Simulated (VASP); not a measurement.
Input of a VASP 6.6.1 run:

File INCAR:

```
SYSTEM = Ba3HfO
  PREC = Accurate
  ENCUT = 600
  EDIFF = 1E-6
  ISMEAR = 0
  SIGMA = 0.1
  LREAL = .FALSE.
  LASPH = .TRUE.
  NELM = 100
  ALGO = Normal
  ISIF = 3
  LWAVE = .FALSE.
  LCHARG = .FALSE.
  GGA = PE
  IBRION = 2
  NSW = 90
  EDIFFG = -0.04
```

Contents of KPOINTS:

```
regular mesh
0
G
  3 3 4
  0 0 0
```

File POSCAR:

```
Ba3HfO
1.0
    6.1655908900      0.0000000000      0.0000000000
   -3.0827954400      5.3395583400      0.0000000000
    0.0000000000      0.0000000000      4.5465102200
Ba Hf O
3 1 1
Direct
    0.5000000000      0.0000000000      0.0000000000
    0.0000000000      0.5000000000      0.0000000000
    0.5000000000      0.5000000000      0.0000000000
    0.0000000000      0.0000000000      0.0000000000
    0.0000000000      0.0000000000      0.5000000000
```

Potentials or basis: VASP PAW PBE potentials, release 64 (Ba_sv, Hf_pv, O).

Run with:

```bash
$ cat potpaw_PBE.64/Ba_sv/POTCAR potpaw_PBE.64/Hf_pv/POTCAR potpaw_PBE.64/O/POTCAR > POTCAR
$ mpirun -np 1 vasp_std > vasp.out
```

(1) What does it give for the band gap on the k mesh?

(2) What does it give for the relaxed volume?

(3) Estimate the relaxed cell.

Answers

(1) zero (band 23 reaches 2.52 eV, above the bottom of band 24 at 1.84 eV).

(2) 42.91 Å³/atom.

(3) a = 7.883 Å, b = 7.883 Å, c = 3.987 Å, α = 90.00°, β = 90.00°, γ = 120.00°.

Caveat: the k points lie up to 0.39 Å⁻¹ apart in the final cell; the volume moved by over 15 % at a fixed basis, so the end points are rough; spin-orbit coupling is left out, which moves the levels of the heavy elements.
